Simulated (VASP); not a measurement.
Set up this calculation in VASP 6.6.1, as the native input.

| Property | Result |
| --- | --- |
| Task | single point |
| Functional | r2SCAN |
| Potentials or basis | VASP PAW PBE potentials, release 64 (Pb_d, Se) |
| Cutoff | 520 eV |
| k mesh | 6 × 6 × 4 |
| Occupations | gaussian, width 0.01 eV |
| Spin | no spin polarisation |
| Dipole correction | no |
| Further INCAR settings | ALGO = Normal; EDIFF = 1e-07; NBANDS = 28 |

The system is PbSe.

```
CELL_PARAMETERS angstrom
5.17413 0.00000 0.00000
-2.58707 4.48093 0.00000
0.00000 0.00000 6.21328
ATOMIC_POSITIONS crystal
Pb 0.33333 0.66667 0.25000
Pb 0.66667 0.33333 0.75000
Se 0.66667 0.33333 0.25000
Se 0.33333 0.66667 0.75000
```

One way to write it, as run:

POSCAR

```
PbSe
1.0
    5.1741302626      0.0000000000      0.0000000000
   -2.5870651313      4.4809282499      0.0000000000
    0.0000000000      0.0000000000      6.2132838893
Pb Se
2 2
Direct
    0.3333333333      0.6666666667      0.2500000000
    0.6666666667      0.3333333333      0.7500000000
    0.6666666667      0.3333333333      0.2500000000
    0.3333333333      0.6666666667      0.7500000000
```

INCAR.step1

```
SYSTEM = PbSe
ALGO = Normal
EDIFF = 1E-4
ENCUT = 520
GGA = PE
ISMEAR = 0
LASPH = .TRUE.
LCHARG = .FALSE.
LREAL = .FALSE.
LWAVE = .TRUE.
NBANDS = 28
NELM = 60
PREC = Accurate
SIGMA = 0.01
```

INCAR.step2

```
SYSTEM = PbSe
ALGO = Normal
EDIFF = 1E-7
ENCUT = 520
ISIF = 2
ISMEAR = 0
ISTART = 1
LASPH = .TRUE.
LCHARG = .FALSE.
LMIXTAU = .TRUE.
LREAL = .FALSE.
LWAVE = .FALSE.
METAGGA = R2SCAN
NBANDS = 28
NELM = 60
PREC = Accurate
SIGMA = 0.01
```

KPOINTS

```
k-points
0
G
  6 6 4
  0 0 0
```

Potentials or basis: VASP PAW PBE potentials, release 64 (Pb_d, Se).

Command:

```console
$ cat potpaw_PBE.64/Pb_d/POTCAR potpaw_PBE.64/Se/POTCAR > POTCAR
$ cp INCAR.step1 INCAR
$ mpirun -np 1 vasp_std > vasp.out
$ cp INCAR.step2 INCAR
$ mpirun -np 1 vasp_std > vasp.out
```

It gave:

```yaml
Pressure: 0.0 GPa
Band_gap_on_the_k_mesh: 1.48 eV, direct
```

Caveat: the PAW data sets were made with another functional, which shifts forces and pressure a little; spin-orbit coupling is left out, which moves the levels of the heavy elements.

It took 2.7 min on 1 thread of Intel(R) Xeon(R) Platinum 8559C (Emerald Rapids), on a shared host, peak memory 0.32 GiB.
